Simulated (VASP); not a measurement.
# TiO2 (I4_1/amd) in VASP: settings compared, part 2 of 2

VASP 6.6.1. The steps go on from the part before.

## Step 3: Single point, LDA

INCAR reads:

```
SYSTEM = TiO2
PREC = Accurate
ENCUT = 520
EDIFF = 1E-7
ISMEAR = -1
SIGMA = 0.05
LREAL = .False.
LASPH = .True.
NELM = 80
ALGO = Normal
ISIF = 2
LWAVE = .False.
LCHARG = .False.
GGA = CA
NBANDS = 33
```

KPOINTS reads:

```
Automatic mesh
0
Gamma
  10 10 10
  0 0 0
```

POSCAR reads:

```
TiO2
1.0
   -1.9169989080      1.9169989080      4.8199032318
    1.9169989080     -1.9169989080      4.8199032318
    1.9169989080      1.9169989080     -4.8199032318
Ti O
2 4
Direct
    0.7500000000      0.2500000000      0.5000000000
    0.0000000000      0.0000000000      0.0000000000
    0.7919000000      0.7919000000      0.0000000000
    0.5419000000      0.0419000000      0.5000000000
    0.9581000000      0.4581000000      0.5000000000
    0.2081000000      0.2081000000      0.0000000000
```

Potentials or basis: VASP PAW LDA potentials, release 64 (Ti_sv, O).

Started as:

```bash
$ cat potpaw_LDA.64/Ti_sv/POTCAR potpaw_LDA.64/O/POTCAR > POTCAR
$ mpirun -np 1 vasp_std > vasp.out
```

OUTCAR:

```text
SYSTEM = TiO2
   PREC = Accurate
   ENCUT = 520
   EDIFF = 1E-7
   ISMEAR = -1
   LREAL = .False.
   LASPH = .True.
   NELM = 80
   ISIF = 2
   GGA = CA

 ion  position               nearest neighbor table
   1  0.750  0.250  0.500-   3 1.96   6 1.96   3 1.96   6 1.96   5 2.01   4 2.01
   2  0.000  0.000  0.000-   4 1.96   5 1.96   4 1.96   5 1.96   3 2.01   6 2.01
   3  0.792  0.792  0.000-   1 1.96   1 1.96   2 2.01
   4  0.542  0.042  0.500-   2 1.96   2 1.96   1 2.01
   5  0.958  0.458  0.500-   2 1.96   2 1.96   1 2.01
   6  0.208  0.208  0.000-   1 1.96   1 1.96   2 2.01

  LATTYP: Found a body centered tetragonal cell.
 ALAT       =     3.8339978160
 C/A-ratio  =     2.5142962845

  Lattice vectors:

 A1 = (  -1.9169989080,   1.9169989080,   4.8199032318)
 A2 = (   1.9169989080,  -1.9169989080,   4.8199032318)
 A3 = (   1.9169989080,   1.9169989080,  -4.8199032318)

Analysis of symmetry for initial positions (statically):
=====================================================================
 Subroutine PRICEL returns:
 Original cell was already a primitive cell.

 Routine SETGRP: Setting up the symmetry group for a
 body centered tetragonal supercell.

 Subroutine GETGRP returns: Found 16 space group operations
 (whereof  8 operations were pure point group operations)
 out of a pool of 16 trial point group operations.

The static configuration has the point symmetry D_2d.
 The point group associated with its full space group is D_4h.

Analysis of symmetry for dynamics (positions and initial velocities):
=====================================================================
 Subroutine PRICEL returns:
 Original cell was already a primitive cell.

 Routine SETGRP: Setting up the symmetry group for a
 body centered tetragonal supercell.

 Subroutine GETGRP returns: Found 16 space group operations
 (whereof  8 operations were pure point group operations)
[... 132 lines left out ...]
  volume/ion in A,a.u.               =      11.81        79.69
  Fermi-wavevector in a.u.,A,eV,Ry     =   1.437831  2.717107 28.128120  2.067358
  Thomas-Fermi vector in A             =   2.556865
   LORBIT       =      0    0 simple, 1 ext, 2 COOP (PROOUT), +10 PAW based schemes
   GGA     = CA    functional components
   LHFCALC =     F    Hartree Fock is set to
   AEXX    =    0.0000 exact exchange contribution
   IVDW    =     0    specifies the selected vdW correction
   LEPSILON=     F    determine dielectric tensor
   LRPA    =     F    only Hartree local field effects (RPA)
 non-spin polarized calculation
  energy-cutoff  :      520.00
  volume of cell :       70.85
 maximum number of plane-waves:      1929
 NGX is ok and might be reduce to    42
   NGX = 21   NGY = 21   NGZ = 21

 number of electron      48.0000000 magnetization

 Free energy of the ion-electron system (eV)
  ---------------------------------------------------
  ext. energy  EPLUGINS =         0.00000000
  ---------------------------------------------------
  free energy    TOTEN  =       -58.65098330 eV

  energy without entropy =      -58.65098330  energy(sigma->0) =      -58.65098330

 E-fermi :   3.7739     XC(G=0): -11.1465

 val. band max:        2.7333101352   @ k =  -0.4000   0.4000   0.0000
 cond. band min:       4.6545442210   @ k =   0.0000   0.0000   0.0000
 fundamental gap:      1.9212340858
 Fermi energy:         3.7738871532

 k-point     1 :       0.0000    0.0000    0.0000
  band No.  band energies     occupation
      1     -53.0767      2.00000
      2     -53.0225      2.00000
      3     -29.9013      2.00000
      4     -29.6818      2.00000
      5     -29.6818      2.00000
      6     -29.6168      2.00000
[... 853 lines left out ...]
     32       8.9208      0.00000
     33       9.7335      0.00000

 [... further k-points ...]

------------------------ aborting loop because EDIFF is reached ----------------------------------------

  FORCE on cell =-STRESS in cart. coord.  units (eV):
  Direction    XX          YY          ZZ          XY          YZ          ZX
  --------------------------------------------------------------------------------------
  -------------------------------------------------------------------------------------
  Total       -5.8997562     -5.8997562     -5.7019023      0.0000000      0.0000000      0.0000000
  in kB     -133.4143680   -133.4143680   -128.9401923      0.0000000      0.0000000      0.0000000
  external PRESSURE =    -131.9229761 kB  Pullay stress =       0.0000000 kB

 VOLUME and BASIS-vectors are now :
 -----------------------------------------------------------------------------
  energy-cutoff  :      520.00
  volume of cell :       70.85
      direct lattice vectors                 reciprocal lattice vectors
    -1.916998908  1.916998908  4.819903232     0.000000000  0.260824353  0.103736522
     1.916998908 -1.916998908  4.819903232     0.260824353  0.000000000  0.103736522
     1.916998908  1.916998908 -4.819903232     0.260824353  0.260824353  0.000000000

 POSITION                                       TOTAL-FORCE (eV/Angst)
 -----------------------------------------------------------------------------------
      0.00000      1.91700      2.40995         0.000000      0.000000     -0.000000
      0.00000      0.00000      0.00000         0.000000      0.000000     -0.000000
      0.00000      0.00000      7.63376        -0.000000     -0.000000      0.307593
      0.00000      1.91700      0.40391        -0.000000     -0.000000      0.307593
      0.00000      1.91700      4.41600        -0.000000     -0.000000     -0.307593
      0.00000      0.00000      2.00604         0.000000      0.000000     -0.307593
 -----------------------------------------------------------------------------------
    total drift:                                0.000000      0.000000      0.000000

  FREE ENERGIE OF THE ION-ELECTRON SYSTEM (eV)
  ---------------------------------------------------
  free  energy   TOTEN  =       -58.6509832960 eV

  energy  without entropy=      -58.6509832958  energy(sigma->0) =      -58.65098330
```

stdout:

```text
POSCAR found type information on POSCAR TiO
 POSCAR found :  2 types and       6 ions
 scaLAPACK will be used
 LDA part: xc-table for (Slater(with rela. corr.)+CA(PZ))
 , standard interpolation
 POSCAR, INCAR and KPOINTS ok, starting setup
 FFT: planning ... GRIDC
 FFT: planning ... GRID_SOFT
 FFT: planning ... GRID
 WAVECAR not read
 entering main loop
```

It took 5 min on 1 thread of Intel Xeon 6975P-C (Granite Rapids), shared host; peak memory 0.34 GiB.

Results:

```
Free energy            : -58.6510 eV
Pressure               : -13.2 GPa
Largest force          : 0.308 eV/Å
Band gap on the k mesh : 1.92 eV (least direct gap 2.26 eV)
```

Forces in eV/Å, atoms in the order of the input:
```
Ti   0.000  0.000  0.000
Ti   0.000  0.000  0.000
O    0.000  0.000  0.308
O    0.000  0.000  0.308
O    0.000  0.000 -0.308
O    0.000  0.000 -0.308
```

Levels at points of the mesh, in eV from the valence-band top:
```
           k point  band 22  band 23  band 24  band 25  band 26  band 27
(0.00, 0.00, 0.00)    -0.76    -0.44    -0.44     1.92     2.63     3.70
(0.50, 0.00, 0.00)    -0.91    -0.89    -0.63     2.99     3.29     3.32
(0.50, 0.50, 0.00)    -2.04    -0.03    -0.03     3.10     3.10     3.57
(0.50, 0.50, 0.50)    -1.27    -0.13    -0.13     2.26     2.26     3.50
```

Caveat: the cell stands under tension.

## Step 4: Single point, RPBE

This run uses another cell than the first one, of 12.04 Å³/atom.

INCAR reads:

```
SYSTEM = TiO2
ALGO = Normal
EDIFF = 1E-6
ENCUT = 520
GGA = RP
ISIF = 2
ISMEAR = -1
LASPH = .TRUE.
LCHARG = .FALSE.
LREAL = .FALSE.
LWAVE = .FALSE.
NBANDS = 33
NELM = 100
PREC = Accurate
SIGMA = 0.05
```

KPOINTS reads:

```
k-points
0
G
  10 10 10
  0 0 0
```

Changes to POSCAR since step 3:

```diff
@@ -2,5 +2,5 @@
 1.0
-   -1.9169989080      1.9169989080      4.8199032318
-    1.9169989080     -1.9169989080      4.8199032318
-    1.9169989080      1.9169989080     -4.8199032318
+   -1.9292094213      1.9292094213      4.8506040801
+    1.9292094213     -1.9292094213      4.8506040801
+    1.9292094213      1.9292094213     -4.8506040801
 Ti O
```

Potentials or basis: VASP PAW PBE potentials, release 64 (Ti_sv, O).

Started as:

```bash
$ cat potpaw_PBE.64/Ti_sv/POTCAR potpaw_PBE.64/O/POTCAR > POTCAR
$ mpirun -np 1 vasp_std > vasp.out
```

OUTCAR:

```text
SYSTEM = TiO2
   EDIFF = 1E-6
   ENCUT = 520
   GGA = RP
   ISIF = 2
   ISMEAR = -1
   LASPH = .TRUE.
   LREAL = .FALSE.
   NELM = 100
   PREC = Accurate

 ion  position               nearest neighbor table
   1  0.750  0.250  0.500-   3 1.97   6 1.97   3 1.97   6 1.97   5 2.02   4 2.02
   2  0.000  0.000  0.000-   4 1.97   5 1.97   4 1.97   5 1.97   3 2.02   6 2.02
   3  0.792  0.792  0.000-   1 1.97   1 1.97   2 2.02
   4  0.542  0.042  0.500-   2 1.97   2 1.97   1 2.02
   5  0.958  0.458  0.500-   2 1.97   2 1.97   1 2.02
   6  0.208  0.208  0.000-   1 1.97   1 1.97   2 2.02
[... 1073 lines left out ...]
  -------------------------------------------------------------------------------------
  Total       -0.9106389     -0.9106389     -0.6141614      0.0000000     -0.0000000      0.0000000
  in kB      -20.2042261    -20.2042261    -13.6263191      0.0000000     -0.0000000      0.0000000
  external PRESSURE =     -18.0115904 kB  Pullay stress =       0.0000000 kB

 VOLUME and BASIS-vectors are now :
 -----------------------------------------------------------------------------
  energy-cutoff  :      520.00
  volume of cell :       72.21
      direct lattice vectors                 reciprocal lattice vectors
    -1.929209421  1.929209421  4.850604080     0.000000000  0.259173522  0.103079945
     1.929209421 -1.929209421  4.850604080     0.259173522  0.000000000  0.103079945
     1.929209421  1.929209421 -4.850604080     0.259173522  0.259173522  0.000000000

 POSITION                                       TOTAL-FORCE (eV/Angst)
 -----------------------------------------------------------------------------------
     -0.00000      1.92921      2.42530         0.000000      0.000000     -0.000000
      0.00000      0.00000      0.00000         0.000000      0.000000      0.000000
      0.00000      0.00000      7.68239         0.000000     -0.000000      0.138272
      0.00000      1.92921      0.40648        -0.000000      0.000000      0.138272
      0.00000      1.92921      4.44412        -0.000000      0.000000     -0.138272
      0.00000      0.00000      2.01882         0.000000     -0.000000     -0.138272
 -----------------------------------------------------------------------------------
    total drift:                                0.000000      0.000000      0.000000

  FREE ENERGIE OF THE ION-ELECTRON SYSTEM (eV)
  ---------------------------------------------------
  free  energy   TOTEN  =       -51.4778179330 eV

  energy  without entropy=      -51.4778179329  energy(sigma->0) =      -51.47781793
```

Run time: 4.3 min. Hardware: 1 thread of Intel Xeon 6975P-C (Granite Rapids), shared host; peak memory 0.37 GiB.

What came out:

```yaml
Free_energy: -51.4778 eV
Pressure: -1.8 GPa
Largest_force: 0.138 eV/Å
Band_gap_on_the_k_mesh: 2.02 eV (least direct gap 2.34 eV)
```

Forces on the atoms (eV/Å):
```
Ti   0.000  0.000  0.000
Ti   0.000  0.000  0.000
O    0.000  0.000  0.138
O    0.000  0.000  0.138
O    0.000  0.000 -0.138
O    0.000  0.000 -0.138
```

Levels at points of the mesh, in eV from the valence-band top:
```
           k point  band 22  band 23  band 24  band 25  band 26  band 27
(0.00, 0.00, 0.00)    -0.76    -0.41    -0.41     2.02     2.67     3.70
(0.50, 0.00, 0.00)    -0.89    -0.84    -0.62     3.03     3.31     3.31
(0.50, 0.50, 0.00)    -1.93    -0.03    -0.03     3.10     3.10     3.53
(0.50, 0.50, 0.50)    -1.24    -0.13    -0.13     2.33     2.33     3.49
```

Caveat: the PAW data sets were made with another functional, which shifts forces and pressure a little. A k mesh can miss the band edges.

## Step 5: The runs side by side

| level | potentials or basis | cell | k mesh | gap on the mesh (eV) | pressure (GPa) | largest force (eV/Å) |
| --- | --- | --- | --- | --- | --- | --- |
| PBE | VASP PAW PBE potentials, release 64 (Ti_sv, O) | a = 5.625 Å, angles 140.7, 140.7, 56.8°, 6 atoms, atomic positions A | 8 × 8 × 8 | 2.19 | -0.9 | 0.01 |
| LDA | VASP PAW LDA potentials, release 64 (Ti_sv, O) | a = 5.530 Å, angles 139.4, 139.4, 58.7°, 6 atoms, atomic positions B | 10 × 10 × 10 | 1.92 | -13.2 | 0.31 |
| RPBE | VASP PAW PBE potentials, release 64 (Ti_sv, O) | a = 5.565 Å, angles 139.4, 139.4, 58.7°, 6 atoms, atomic positions B | 10 × 10 × 10 | 2.02 | -1.8 | 0.14 |

Alike in all rows: task single point; no spin polarisation; cutoff (eV) 520; smearing fermi-dirac 0.05 eV.

Caveats: the cell stands under tension (at least some runs); the PAW data sets were made with another functional, which shifts forces and pressure a little (at least some runs).

Total energies depend on the potentials used, so only differences within one code and one set of settings carry meaning.
